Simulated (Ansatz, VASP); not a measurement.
**Two plane-wave programs on Ga4TeAs**

```
Ga Te As
1.0
     4.97221    0.00000    0.00000
     0.00000    4.97221    0.00000
     0.00000    0.00000    7.89530
Ga Te As
4 1 1
Direct
  0.50000 0.00000 0.00000
  0.00000 0.50000 0.00000
  0.00000 0.00000 0.34333
  0.00000 0.00000 0.65667
  0.50000 0.50000 0.50000
  0.00000 0.00000 0.00000
```

Change from the starting cell: species swapped into the AlTlF4 type (P4/mmm, No. 123).

Alike in both runs: functional PBE; k mesh 8 × 8 × 6; occupations gaussian, width 0.1 eV; no spin polarisation.

Ansatz relaxed the structure, and its values are those at the end. VASP's run is a single point on that final structure, the one shown.

|  | VASP | Ansatz |
| --- | --- | --- |
| version | VASP 6.6.1 | Ansatz 0.2.0 |
| potentials or method | VASP PAW PBE potentials, release 64 (Ga_d, Te, As), cutoff 520 eV | scalar-relativistic, plane waves, PAW |
| valence electrons in the cell | 63 | 83 |

|  | VASP | Ansatz | Ansatz less VASP |
| --- | --- | --- | --- |
| gap on the k mesh at the Fermi level (eV) | none | none | - |
| pressure (GPa) | 0.1 | 0.0 | -0.09 |

A gap of «none» marks a metal or a gap that the smearing closes. The functional is the same, so the differences come from potentials, cutoffs and numerics. VASP's potentials hold 63 valence electrons a cell and Ansatz's 83, so a difference there can come from the potentials and not from the codes.

Neither program's run includes spin-orbit coupling.
